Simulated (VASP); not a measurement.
Runs of VASP 6.6.1 on AgB. The structure is that of space group P-6m2 (No. 187), or close to it. The cells are those of the table. 

```tsv
task	cell	k mesh	cutoff (eV)	gap on the mesh (eV)	pressure (GPa)	relaxed volume (Å³/atom)
relaxation of cell and atoms	relaxed from a = 3.240, b = 3.240, c = 2.832 Å, angles 90.0, 90.0, 120.0°, 2 atoms	18 × 18 × 20	600	none	0.0	(a)
relaxation of cell and atoms	relaxed from a = 2.644, b = 2.644, c = 4.080 Å, angles 90.0, 90.0, 120.0°, 2 atoms	6 × 6 × 4	600	none	0.2	12.43
single point	a = 3.206, b = 3.206, c = 2.888 Å, angles 90.0, 90.0, 120.0°, 2 atoms	6 × 6 × 4	520	none	0.0	-
single point	a = 3.282, b = 3.282, c = 2.766 Å, angles 90.0, 90.0, 120.0°, 2 atoms	18 × 18 × 20	520	none	-0.1	-
```

Alike in all rows: level PBE; potentials or basis VASP PAW PBE potentials, release 64 (Ag, B); no spin polarisation; smearing gaussian 0.1 eV.

Question: Fill in the values left out.

Answer: (a) 12.90.

Caveats: some runs use coarse meshes.

A k mesh can miss the band edges, and the runs leave out spin-orbit coupling on Ag.

A gap of «none» marks levels without a gap at the run's occupations.
